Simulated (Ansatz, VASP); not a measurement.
# SnO3 in VASP and in Ansatz

```
Sn O
1.0
     3.41988    0.00000    0.00000
     0.00000    3.41988    0.00000
     0.00000    0.00000    3.41988
Sn O
1 3
Direct
  0.50000 0.50000 0.50000
  0.50000 0.00000 0.00000
  0.00000 0.50000 0.00000
  0.00000 0.00000 0.50000
```

Alike in both runs: functional PBE; k mesh 5 × 5 × 5; occupations gaussian, width 0.2 eV; no spin polarisation.

Ansatz relaxed the structure, and its values are those at the end. VASP's run is a single point on that final structure, the one shown.

```csv
,VASP,Ansatz
version,VASP 6.6.1,Ansatz 0.2.0
potentials or method,"VASP PAW PBE potentials, release 64 (Sn_d, O), cutoff 600 eV","scalar-relativistic, plane waves, PAW"
valence electrons in the cell,32,32
```

```csv
,VASP,Ansatz,Ansatz less VASP
gap on the k mesh at the Fermi level (eV),none,none,-
pressure (GPa),0.0,0.0,-0.02
```

A gap of «none» marks a metal or a gap that the smearing closes.

The k mesh is coarse, so the values compare programs but aren't converged.
